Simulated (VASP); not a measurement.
Here is a VASP 6.6.1 calculation.

The input INCAR:

```
SYSTEM = MnAs
PREC     = Accurate       ! precision mode
ENCUT    = 600            ! plane-wave cutoff, eV
EDIFF    = 1E-6           ! SCF threshold, eV
ISMEAR   = -1             ! smearing method
SIGMA    = 0.05           ! smearing width, eV
LREAL    = .FALSE.        ! projectors in reciprocal space
LASPH    = .TRUE.         ! aspherical terms in the spheres
NELM     = 150            ! most SCF steps
ALGO     = Normal         ! electronic algorithm
ISIF     = 3              ! what is computed and relaxed
LWAVE    = .FALSE.        ! write WAVECAR
LCHARG   = .FALSE.        ! write CHGCAR
ISPIN    = 2              ! spin polarisation
MAGMOM   = 0 0 4 4        ! initial moments
LORBIT   = 11             ! projections on sites
LMAXMIX  = 4              ! l up to which the mixer works
GGA      = RE             ! functional
IBRION   = 2              ! ionic algorithm
NSW      = 60             ! ionic steps
EDIFFG   = -0.01          ! ionic threshold
```

KPOINTS

```
regular mesh
0
G
  8 8 5
  0 0 0
```

Contents of POSCAR:

```
MnAs
1.0
    3.7100000000      0.0000000000      0.0000000000
   -1.8550000000      3.2129542480      0.0000000000
    0.0000000000      0.0000000000      5.6910000000
As Mn
2 2
Direct
    0.6666666667      0.3333333333      0.7500000000
    0.3333333333      0.6666666667      0.2500000000
    0.0000000000      0.0000000000      0.5000000000
    0.0000000000      0.0000000000      0.0000000000
```

Potentials or basis: VASP PAW PBE potentials, release 64 (As, Mn_pv).

The run is started by

```console
$ cat potpaw_PBE.64/As/POTCAR potpaw_PBE.64/Mn_pv/POTCAR > POTCAR
$ mpirun -np 1 vasp_std > vasp.out
```

**Question.** What does it give for the relaxed cell?

**Answer.** a = 3.733 Å, b = 3.733 Å, c = 5.558 Å, α = 90.00°, β = 90.00°, γ = 120.00°.

**Question.** Predict the space group after relaxing (to 0.1 Å).

**Answer.** P6_3/mmc (No. 194).

**Question.** Estimate the net moment.

**Answer.** 6.27 μB per cell.

Final structure:
```
CELL_PARAMETERS angstrom
3.73325 0.00000 0.00000
-1.86663 3.23309 0.00000
0.00000 0.00000 5.55808
ATOMIC_POSITIONS crystal
As 0.66667 0.33333 0.75000
As 0.33333 0.66667 0.25000
Mn 0.00000 0.00000 0.50000
Mn 0.00000 0.00000 0.00000
```

Caveat: the run started ferromagnetic, and an antiferromagnetic order may lie lower in energy.
